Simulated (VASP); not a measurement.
Set up this calculation in VASP 6.6.1, as the native input.

```
Task                   : single point
Functional             : LDA
Potentials or basis    : VASP PAW LDA potentials, release 64 (Cu, Mo_sv, F)
Cutoff                 : 520 eV
k mesh                 : 1 × 1 × 1
Occupations            : fermi-dirac, width 0.05 eV
Spin                   : no spin polarisation
Dipole correction      : no
Further INCAR settings : LREAL = Auto; ALGO = Normal; EDIFF = 1e-06; NBANDS = 156
```

The structure of CuMoF6 lies in POSCAR:

```
CuMoF6
1.0
   -4.6187750000     -2.9025540000      4.3672020000
    4.6555280000     -2.6771880000      4.5511240000
    0.2135500000      5.3169080000      4.2919080000
Cu Mo F
4 4 24
Direct
    0.0417755490     -0.0079516228     -0.0272963539
    0.5252444415      0.5348164181     -0.0012498897
    0.5550994193      0.0059234240      0.4762475032
   -0.0111010716      0.5350516976      0.4555302677
    0.5073155452      0.5240800586      0.4762677121
    0.0616302228      0.0359641308      0.4777528197
    0.0303467195      0.4950023252     -0.0142004945
    0.5447977300      0.0193226720     -0.0143250070
    0.4254787695      0.6136742023      0.7066882321
    0.5993389176      0.4174790238      0.2506500781
    0.2475151156      0.5827745533      0.4354641889
    0.7778195572      0.4429767860      0.6030564010
    0.6566735463      0.7326394003      0.4284903631
    0.4472334422      0.2646904414      0.5483347258
    0.9873000742      0.1184730452      0.7092592903
    0.0941042210      0.9239891658      0.2373626344
    0.7945284090      0.1118845033      0.3875744063
    0.3166892531      0.9385605166      0.5507920413
    0.1164478396      0.2834030136      0.3650466192
    0.9471651087      0.8262116308      0.5703167590
    0.9451247228      0.5982358889      0.1967431988
    0.0867437752      0.4372088399      0.7385248628
    0.7748446473      0.5634379356      0.9221821612
    0.2844374090      0.4376759063      0.0807303086
    0.1496359777      0.7153171412      0.8988805095
    0.9190769309      0.2819969796      0.0864655457
    0.4406775213      0.0502077151      0.2502781305
    0.6558402019      0.9567031521      0.7240459680
    0.2581925476      0.1054831051      0.9077674308
    0.8113531120      0.9054320600      0.0650581252
    0.6261381513      0.2787716829      0.9167027152
    0.4339150499      0.8106791159      0.0464371896
```

The input as run:

INCAR

```
SYSTEM = CuMoF6
PREC = Accurate ; ENCUT = 520
EDIFF = 1E-6 ; ISMEAR = -1
SIGMA = 0.05 ; LREAL = Auto
LASPH = .TRUE. ; NELM = 60
ALGO = Normal ; ISIF = 2
LWAVE = .FALSE. ; LCHARG = .FALSE.
GGA = CA ; NBANDS = 156
```

KPOINTS

```
Automatic mesh
0
G
  1 1 1
  0 0 0
```

Potentials or basis: VASP PAW LDA potentials, release 64 (Cu, Mo_sv, F).

Launch:

```bash
$ cat potpaw_LDA.64/Cu/POTCAR potpaw_LDA.64/Mo_sv/POTCAR potpaw_LDA.64/F/POTCAR > POTCAR
$ mpirun -np 1 vasp_gam > vasp.out
```

Results of the run:

The pressure is 17.8 GPa. The largest force is 5.677 eV/Å and the band gap on the k mesh is 0.09 eV.

Caveat: the k points lie up to 0.93 Å⁻¹ apart; forces of over 1 eV/Å act on the atoms, so gaps and moduli don't describe the material at rest.

Wall time 3.9 min on 1 thread of Intel Xeon 6975P-C, with other jobs on the host, peak memory 0.3 GiB.
